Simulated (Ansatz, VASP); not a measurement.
## One calculation of La, two programs

INCAR

```
ALGO     = Fast           # electronic algorithm
EDIFF    = 1E-6           # SCF threshold, eV
ENCUT    = 520            # plane-wave cutoff, eV
GGA      = PS             # functional
ISIF     = 2              # what is computed and relaxed
ISMEAR   = 0              # smearing method
LASPH    = True           # aspherical terms in the spheres
LCHARG   = False          # write CHGCAR
LREAL    = False          # projectors in reciprocal space
LWAVE    = False          # write WAVECAR
NBANDS   = 30             # bands
NELM     = 60             # most SCF steps
PREC     = Accurate       # precision mode
SIGMA    = 0.15           # smearing width, eV
```

Contents of KPOINTS:

```
k-points
0
Gamma
  12 12 4
```

File POSCAR:

```
La
1.0
    3.6612629057      0.0000000000      0.0000000000
   -1.8306314528      3.1707466863      0.0000000000
    0.0000000000      0.0000000000     11.7108379461
La
4
Direct
    0.0000000000      0.0000000000      0.0000000000
    0.0000000000      0.0000000000      0.5000000000
    0.3333333333      0.6666666667      0.2500000000
    0.6666666667      0.3333333333      0.7500000000
```

Input for Ansatz:

```yaml
crystal:
  lattice:
    - [3.6612629057, 0.0, 0.0]
    - [-1.8306314528, 3.1707466863, 0.0]
    - [0.0, 0.0, 11.7108379461]
  atoms:
    - { symbol: La, position: [0.0, 0.0, 0.0] }
    - { symbol: La, position: [0.0, 0.0, 0.5] }
    - { symbol: La, position: [0.3333333333, 0.6666666667, 0.25] }
    - { symbol: La, position: [0.6666666667, 0.3333333333, 0.75] }
basis:
  ecutwfc: 420
kpoints:
  mp_grid: { grid: [12, 12, 4] }
hamiltonian:
  xc: pbesol
scf:
  occupations: { method: gaussian, width: 0.15 }
output:
  forces: true
  stress: true
  eigenvalues: true
  write_density: true
  write_potential: true
  elf: true
  volumetric_format: npy
```

Alike in both runs: task single point; functional PBEsol; k mesh 12 × 12 × 4; occupations gaussian, width 0.15 eV; no spin polarisation.

|  | VASP | Ansatz |
| --- | --- | --- |
| version | VASP 6.6.1 | Ansatz 0.2.0 |
| potentials or method | VASP PAW PBE potentials, release 64 (La), cutoff 520 eV | scalar-relativistic, plane waves, PAW |
| valence electrons in the cell | 44 | 44 |

```csv
,VASP,Ansatz,Ansatz less VASP
gap on the k mesh at the Fermi level (eV),none,none,-
pressure (GPa),0.1,0.0,-0.08
"traceless stress, the component that is largest in VASP (GPa)",0.18,0.17,-0.004
```

VASP's potentials were made for PBE, not for PBEsol. A gap of «none» marks a metal or a gap that the smearing closes.

Neither program's run includes spin-orbit coupling.
